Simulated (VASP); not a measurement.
# Li (R-3m) in VASP: a series of runs

The runs below take Li through single point, with PBE.

Program: VASP 6.6.1. These are calculated values, not measurements. Logs are shortened: lines on timing, memory, paths and dates and some standing lists are left out, and cuts for length are marked.

## Step 1: The cell of the first run

The structure is trigonal, space group R-3m (No. 166). The conventional cell has a = 2.784 Å, b = 2.784 Å, c = 6.872 Å, α = 90.00°, β = 90.00°, γ = 120.00°. Li (site symmetry -3m) has 12 Li at 2.78 to 2.80 Å within 3.7 Å.

## Step 2: Single point, PBE (volume scaled by 0.76)

File INCAR:

```
ALGO = Normal ; EDIFF = 1E-6
ENCUT = 520 ; GGA = PE
ISIF = 2 ; ISMEAR = -1
LASPH = True ; LCHARG = False
LREAL = False ; LWAVE = False
NBANDS = 10 ; NELM = 80
PREC = Accurate ; SIGMA = 0.08
```

File KPOINTS:

```
k-points
0
Gamma
  13 13 13
```

File POSCAR:

```
Li
1.0
    1.3919438886     -0.8036391788      4.5815250215
    0.0000000000      1.6072783575      4.5815250215
   -1.3919438886     -0.8036391788      4.5815250215
Li
2
Direct
    0.2500000000      0.2500000000      0.2500000000
   -0.2500000000     -0.2500000000     -0.2500000000
```

Potentials or basis: VASP PAW PBE potentials, release 64 (Li_sv).

Run with:

```bash
$ cat potpaw_PBE.64/Li_sv/POTCAR > POTCAR
$ mpirun -np 1 vasp_std > vasp.out
```

OUTCAR:

```text
EDIFF = 1E-6
   ENCUT = 520
   GGA = PE
   ISIF = 2
   ISMEAR = -1
   LASPH = True
   LREAL = False
   NELM = 80
   PREC = Accurate

 ion  position               nearest neighbor table
   1  0.250  0.250  0.250-
   2  0.750  0.750  0.750-

  LATTYP: Found a trigonal (rhomboedric) cell.
 ALAT       =     4.8552770509
 COS(alpha) =     0.8356213461

  Lattice vectors:

 A1 = (   1.3919438886,  -0.8036391788,   4.5815250215)
 A2 = (   0.0000000000,   1.6072783575,   4.5815250215)
 A3 = (  -1.3919438886,  -0.8036391788,   4.5815250215)

Analysis of symmetry for initial positions (statically):
=====================================================================
 Subroutine PRICEL returns following result:

  LATTYP: Found a trigonal (rhomboedric) cell.
 ALAT       =     2.7983810676
 COS(alpha) =     0.5051657578

  Lattice vectors:

 A1 = (   0.0000000000,   1.6072783575,  -2.2907625108)
 A2 = (   1.3919438886,  -0.8036391787,  -2.2907625107)
 A3 = (  -1.3919438886,  -0.8036391788,  -2.2907625108)

   2 primitive cells build up your supercell.

 Routine SETGRP: Setting up the symmetry group for a
 trigonal (rhombohedral) supercell.

 Subroutine GETGRP returns: Found 12 space group operations
 (whereof 12 operations were pure point group operations)
 out of a pool of 12 trial point group operations.

The static configuration has the point symmetry D_3d.

Analysis of symmetry for dynamics (positions and initial velocities):
=====================================================================
 Subroutine PRICEL returns following result:

  LATTYP: Found a trigonal (rhomboedric) cell.
 ALAT       =     2.7983810676
 COS(alpha) =     0.5051657578

  Lattice vectors:

 A1 = (   0.0000000000,   1.6072783575,  -2.2907625108)
 A2 = (   1.3919438886,  -0.8036391787,  -2.2907625107)
 A3 = (  -1.3919438886,  -0.8036391788,  -2.2907625108)

   2 primitive cells build up your supercell.

 Routine SETGRP: Setting up the symmetry group for a
 trigonal (rhombohedral) supercell.

 Subroutine GETGRP returns: Found 12 space group operations
 (whereof 12 operations were pure point group operations)
 out of a pool of 12 trial point group operations.
[... 97 lines left out ...]
   ENCUT  =  520.0 eV  38.22 Ry    6.18 a.u.   9.03  9.03  9.03*2*pi/ulx,y,z
   NELM   =     80;   NELMIN=  2; NELMDL= -5     # of ELM steps
   EDIFF  = 0.1E-05   stopping-criterion for ELM
   LREAL  =      F    real-space projection
   EDIFFG = 0.1E-04   stopping-criterion for IOM
   NSW    =      0    number of steps for IOM
   IBRION =     -1    ionic relax: 0-MD 1-quasi-New 2-CG
   NFREE  =      0    steps in history (QN), initial steepest desc. (CG)
   ISIF   =      2    stress and relaxation
   ISYM   =      2    0-nonsym 1-usesym 2-fastsym
   POTIM  = 0.5000    time-step for ionic-motion
   TEBEG  =    0.0;   TEEND  =   0.0 temperature during run
   PSTRESS=    0.0 pullay stress
   NELECT =       6.0000    total number of electrons
   NUPDOWN=      -1.0000    fix difference up-down
   EMIN   =  10.00;   EMAX   =-10.00  energy-range for DOS
   EFERMI =   0.00;   METHOD = LEGACY
   ISMEAR =    -1;   SIGMA  =   0.08  broadening in eV -4-tet -1-fermi 0-gaus
   EFERMI_NEDOS =   21; number of points for ismear=-14 and -15
   IALGO  =     38    algorithm
   IMIX   =      4    mixing-type and parameters
     AMIX     =   0.40;   BMIX     =  1.00
     AMIX_MAG =   1.60;   BMIX_MAG =  1.00
  volume/ion in A,a.u.               =      15.37       103.76
  Fermi-wavevector in a.u.,A,eV,Ry     =   0.949534  1.794359 12.267215  0.901615
  Thomas-Fermi vector in A             =   2.077826
   LORBIT       =      0    0 simple, 1 ext, 2 COOP (PROOUT), +10 PAW based schemes
   GGA     = PE    functional components
   LHFCALC =     F    Hartree Fock is set to
   AEXX    =    0.0000 exact exchange contribution
   IVDW    =     0    specifies the selected vdW correction
   LEPSILON=     F    determine dielectric tensor
   LRPA    =     F    only Hartree local field effects (RPA)
 non-spin polarized calculation
  energy-cutoff  :      520.00
  volume of cell :       30.75
 maximum number of plane-waves:       842
   NGX = 17   NGY = 17   NGZ = 17

 number of electron       6.0000007 magnetization

 Free energy of the ion-electron system (eV)
  ---------------------------------------------------
  ext. energy  EPLUGINS =         0.00000000
  ---------------------------------------------------
  free energy    TOTEN  =        -3.66942030 eV

  energy without entropy =       -3.64817386  energy(sigma->0) =       -3.65879708

 E-fermi :   1.5080     XC(G=0):  -7.7537

 val. band max:        1.5052860558   @ k =  -0.3077   0.3846   0.2308
 cond. band min:       1.5165162649   @ k =  -0.1538   0.3846   0.1538
 fundamental gap:      0.0112302090
 Fermi energy:         1.5080150553

 k-point     1 :       0.0000    0.0000    0.0000
  band No.  band energies     occupation
      1     -44.6054      2.00000
      2     -44.5548      2.00000
      3      -2.3890      2.00000
      4       1.2921      1.87395
      5       5.3949      0.00000
      6      16.9242      0.00000
      7      16.9242      0.00000
      8      18.7841      0.00000
      9      18.9990      0.00000
     10      18.9990      0.00000
[... 287 lines left out ...]
 k-point    24 :       0.4615    0.1538    0.0000
  band No.  band energies     occupation
      1     -44.5537      2.00000
      2     -44.5407      2.00000
      3       0.7653      1.99981
      4       3.4788      0.00000
      5       5.7143      0.00000
      6       9.1790      0.00000
      7       9.4951      0.00000
      8      11.5492      0.00000
      9      13.3893      0.00000
     10      14.6647      0.00000

 [... further k-points ...]

------------------------ aborting loop because EDIFF is reached ----------------------------------------

  FORCE on cell =-STRESS in cart. coord.  units (eV):
  Direction    XX          YY          ZZ          XY          YZ          ZX
  --------------------------------------------------------------------------------------
  -------------------------------------------------------------------------------------
  Total        1.1150127      1.1150127      1.1381910     -0.0000000     -0.0000000      0.0000000
  in kB       58.0960004     58.0960004     59.3036719     -0.0000000     -0.0000000      0.0000000
  external PRESSURE =      58.4985575 kB  Pullay stress =       0.0000000 kB

 VOLUME and BASIS-vectors are now :
 -----------------------------------------------------------------------------
  energy-cutoff  :      520.00
  volume of cell :       30.75
      direct lattice vectors                 reciprocal lattice vectors
     1.391943889 -0.803639179  4.581525022     0.359209882 -0.207389922  0.072755978
     0.000000000  1.607278358  4.581525022     0.000000000  0.414779844  0.072755978
    -1.391943889 -0.803639179  4.581525022    -0.359209882 -0.207389922  0.072755978

 POSITION                                       TOTAL-FORCE (eV/Angst)
 -----------------------------------------------------------------------------------
      0.00000     -0.00000      3.43614        -0.000000     -0.000000     -0.000000
      0.00000     -0.00000     10.30843         0.000000      0.000000      0.000000
 -----------------------------------------------------------------------------------
    total drift:                               -0.000000     -0.000000      0.000000

  FREE ENERGIE OF THE ION-ELECTRON SYSTEM (eV)
  ---------------------------------------------------
  free  energy   TOTEN  =        -3.6694203008 eV

  energy  without entropy=       -3.6481738570  energy(sigma->0) =       -3.65879708
```

OSZICAR:

```text
N       E                     dE             d eps       ncg     rms          rms(c)
DAV:   1     0.194258978607E+02    0.19426E+02   -0.32064E+03  4620   0.594E+02
DAV:   2    -0.151818113888E+01   -0.20944E+02   -0.20154E+02  6054   0.115E+02
DAV:   3    -0.362349365219E+01   -0.21053E+01   -0.20846E+01  7208   0.313E+01
DAV:   4    -0.366821674990E+01   -0.44723E-01   -0.44516E-01  6202   0.394E+00
DAV:   5    -0.366846183388E+01   -0.24508E-03   -0.24507E-03  6056   0.316E-01    0.401E-01
DAV:   6    -0.366878252156E+01   -0.32069E-03   -0.11875E-03  7294   0.152E-01    0.263E-01
DAV:   7    -0.366943058042E+01   -0.64806E-03   -0.30790E-03  6874   0.243E-01    0.457E-02
DAV:   8    -0.366941970576E+01    0.10875E-04   -0.30995E-05  5442   0.510E-02    0.694E-03
DAV:   9    -0.366941980132E+01   -0.95556E-07   -0.10857E-05  7122   0.220E-02    0.305E-03
DAV:  10    -0.366942030079E+01   -0.49947E-06   -0.13799E-07  3214   0.362E-03
   1 F= -.36694203E+01 E0= -.36587971E+01  d E =-.212464E-01
```

Wall time 59 s (1 thread of Intel Xeon Platinum 8488C (Sapphire Rapids), shared host); peak memory 0.21 GiB.

Results:

```yaml
Free_energy: -3.6694 eV
Band_gap_on_the_k_mesh: zero (band 3 reaches 3.26 eV, above the bottom of band 4 at -1.03 eV)
```

Caveat: the cell differs from its parent crystal (volume scaled by 0.76); the cutoff is under 1.25 times the usual one of these potentials, so pressure, stress and relaxed cells hold a basis-set (Pulay) error.

## Step 3: Single point, PBE

This run uses another cell than the first one, of 16.99 Å³/atom, 1.105 times its volume.

File INCAR:

```
SYSTEM = Li
PREC     = Accurate       ! precision mode
ENCUT    = 520            ! plane-wave cutoff, eV
EDIFF    = 1E-7           ! SCF threshold, eV
ISMEAR   = -1             ! smearing method
SIGMA    = 0.08           ! smearing width, eV
LREAL    = .False.        ! projectors in reciprocal space
LASPH    = .True.         ! aspherical terms in the spheres
NELM     = 80             ! most SCF steps
ALGO     = Normal         ! electronic algorithm
ISIF     = 2              ! what is computed and relaxed
LWAVE    = .False.        ! write WAVECAR
LCHARG   = .False.        ! write CHGCAR
GGA      = PE             ! functional
NBANDS   = 10             ! bands
```

File KPOINTS:

```
regular mesh
0
Gamma
  13 13 13
  0 0 0
```

File POSCAR:

```
Li
1.0
    1.4391640210     -0.8309017349      4.7369481099
    0.0000000000      1.6618034698      4.7369481099
   -1.4391640210     -0.8309017349      4.7369481099
Li
2
Direct
    0.2500000000      0.2500000000      0.2500000000
   -0.2500000000     -0.2500000000     -0.2500000000
```

Potentials or basis: VASP PAW PBE potentials, release 64 (Li_sv).

Run with:

```bash
$ cat potpaw_PBE.64/Li_sv/POTCAR > POTCAR
$ mpirun -np 1 vasp_std > vasp.out
```

It took 2.1 min on 1 thread of Intel Xeon Platinum 8488C (Sapphire Rapids), shared host; peak memory 0.23 GiB.

It converged, with:

```
Free energy            : -3.7616 eV
Band gap on the k mesh : zero (band 3 reaches 2.85 eV, above the bottom of band 4 at -1.29 eV)
```

Levels at points of the mesh, in eV from the Fermi level:
```csv
k point,band 1,band 2,band 3,band 4,band 5,band 6,band 7,band 8
"(0.00, 0.00, 0.00)",-46.26,-46.22,-3.79,-0.16,3.48,14.38,14.38,16.11
```

Caveat: the cutoff is under 1.25 times the usual one of these potentials, so pressure, stress and relaxed cells hold a basis-set (Pulay) error.
